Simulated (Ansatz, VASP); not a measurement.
**Two plane-wave programs on Nb**

File INCAR:

```
SYSTEM = Nb
PREC = Accurate ; ENCUT = 520
EDIFF = 1E-6 ; ISMEAR = 0
SIGMA = 0.15 ; LREAL = .False.
LASPH = .True. ; NELM = 100
ALGO = Fast ; ISIF = 2
LWAVE = .False. ; LCHARG = .False.
GGA = PE ; NBANDS = 12
```

Contents of KPOINTS:

```
regular mesh
0
Gamma
  20 20 20
  0 0 0
```

POSCAR

```
Nb
1.0
   -1.6639500000      1.6639500000      1.8095456250
    1.6639500000     -1.6639500000      1.8095456250
    1.6639500000      1.6639500000     -1.8095456250
Nb
1
Direct
    0.0000000000      0.0000000000      0.0000000000
```

Input for Ansatz:

```yaml
crystal:
  lattice:
    - [-1.66395, 1.66395, 1.809545625]
    - [1.66395, -1.66395, 1.809545625]
    - [1.66395, 1.66395, -1.809545625]
  atoms:
    - { symbol: Nb, position: [0.0, 0.0, 0.0] }
basis:
  ecutwfc: 420
kpoints:
  mp_grid: { grid: [20, 20, 20] }
hamiltonian:
  xc: pbe
scf:
  occupations: { method: gaussian, width: 0.15 }
output:
  forces: true
  stress: true
  eigenvalues: true
```

Change from the starting cell: strain +0.0875 x Voigt [0, 0, 1, 0, 0, 0], atoms carried along.

Alike in both runs: task single point; functional PBE; k mesh 20 × 20 × 20; occupations gaussian, width 0.15 eV; no spin polarisation.

|  | VASP | Ansatz |
| --- | --- | --- |
| version | VASP 6.6.1 | Ansatz 0.2.0 |
| potentials or method | VASP PAW PBE potentials, release 64 (Nb_sv), cutoff 520 eV | scalar-relativistic, plane waves, PAW |
| valence electrons in the cell | 13 | 13 |

```tsv
	VASP	Ansatz	Ansatz less VASP
gap on the k mesh at the Fermi level (eV)	none	none	-
pressure (GPa)	-13.8	-13.6	+0.23
traceless stress, the component that is largest in VASP (GPa)	-4.78	-4.81	-0.029
```

A gap of «none» marks a metal or a gap that the smearing closes.
